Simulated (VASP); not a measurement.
Here is a VASP 6.6.1 calculation.

The input INCAR:

```
ALGO = Normal
EDIFF = 1E-6
ENCUT = 520
GGA = PS
ISIF = 2
ISMEAR = 0
LASPH = True
LCHARG = False
LREAL = False
LWAVE = False
NBANDS = 18
NELM = 80
PREC = Accurate
SIGMA = 0.05
```

The input KPOINTS:

```
k-points
0
Gamma
  8 8 8
```

Contents of POSCAR:

```
HfO2
1.0
    0.0000000000      2.6229500914      2.5220673956
    2.5220673956      0.0000000000      2.5220673956
    2.5220673956      2.6229500914      0.0000000000
Hf O
1 2
Direct
    0.0000000000      0.0000000000      0.0000000000
    0.2500000000      0.2500000000      0.2500000000
    0.7500000000      0.7500000000      0.7500000000
```

Potentials or basis: VASP PAW PBE potentials, release 64 (Hf_pv, O).

Run with:

```bash
$ cat potpaw_PBE.64/Hf_pv/POTCAR potpaw_PBE.64/O/POTCAR > POTCAR
$ mpirun -np 1 vasp_std > vasp.out
```

Q: What does it give for the pressure?

A: -12.9 GPa.

Q: Predict the band gap on the k mesh.

A: 3.28 eV, indirect (least direct gap 3.39 eV).

Stress tensor (GPa, compression positive):
```
 -6.95   0.00   0.00
  0.00 -24.84   0.00
  0.00   0.00  -6.95
```

Caveat: the cell differs from its parent crystal (normal strain along x +0.0000, normal strain along y +0.0400); the PAW data sets were made with another functional, which shifts forces and pressure a little; spin-orbit coupling is left out, which moves the levels of the heavy elements. A k mesh can miss the band edges.
